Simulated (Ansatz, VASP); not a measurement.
**Li3Os: VASP beside Ansatz**

```
Li Os
1.0
     2.68332    0.00000    0.00000
    -1.34166    2.32383    0.00000
     0.00000    0.00000    9.70649
Li Os
3 1
Direct
  0.66667 0.33333 0.72851
  0.00000 0.00000 0.00000
  0.33333 0.66667 0.27149
  0.00000 0.00000 0.50000
```

Alike in both runs: functional PBE; k mesh 21 × 21 × 6; occupations gaussian, width 0.1 eV; no spin polarisation.

Ansatz relaxed the structure, and its values are those at the end. VASP's run is a single point on that final structure, the one shown.

|  | VASP | Ansatz |
| --- | --- | --- |
| version | VASP 6.6.1 | Ansatz 0.2.0 |
| potentials or method | VASP PAW PBE potentials, release 64 (Li_sv, Os), cutoff 520 eV | scalar-relativistic, plane waves, PAW |
| valence electrons in the cell | 17 | 25 |

```csv
,VASP,Ansatz,Ansatz less VASP
gap on the k mesh at the Fermi level (eV),none,none,-
rms of the force components (eV/Å),0.006,0.000,-0.0055
```

A gap of «none» marks a metal or a gap that the smearing closes. VASP's potentials hold 17 valence electrons a cell and Ansatz's 25, so a difference there can come from the potentials and not from the codes.

Neither program's run includes spin-orbit coupling. Noted on VASP's run: the cutoff is short for stress, so the pressure is rough.
